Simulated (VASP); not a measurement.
A run of VASP 6.6.1 is set up as follows.

Contents of INCAR:

```
SYSTEM = SrO
  PREC = Accurate
  ENCUT = 600
  EDIFF = 1E-8
  ISMEAR = 0
  SIGMA = 0.01
  LREAL = .False.
  LASPH = .True.
  NELM = 120
  ALGO = Normal
  ISIF = 2
  LWAVE = .False.
  LCHARG = .False.
  GGA = PE
  IBRION = 8
  NSW = 1
  LEPSILON = .True.
  GGA_COMPAT = .False.
```

The input KPOINTS:

```
Automatic mesh
0
Gamma
  6 6 6
  0 0 0
```

POSCAR

```
SrO
1.0
    0.0000000000      2.5974520205      2.5974520205
    2.5974520205      0.0000000000      2.5974520205
    2.5974520205      2.5974520205      0.0000000000
Sr O
1 1
Direct
    0.5000000000      0.5000000000      0.5000000000
    0.0000000000      0.0000000000      0.0000000000
```

Potentials or basis: VASP PAW PBE potentials, release 64 (Sr_sv, O).

The run is started by

```bash
$ cat potpaw_PBE.64/Sr_sv/POTCAR potpaw_PBE.64/O/POTCAR > POTCAR
$ mpirun -np 1 vasp_std > vasp.out
```

Q: Predict the electronic dielectric tensor (diagonal).

A: 3.82.

Q: What does it give for the Born charges (mean of the diagonal)?

A: Sr +2.44; O -2.44 e.

Q: What does it give for the highest phonon frequency at Γ, LO-TO splitting left out?

A: 196 cm⁻¹.

Born effective charge tensors (e):
atom 1, Sr
```
2.44 0.00 0.00
0.00 2.44 0.00
0.00 0.00 2.44
```
atom 2, O
```
-2.44  0.00  0.00
 0.00 -2.44  0.00
 0.00  0.00 -2.44
```
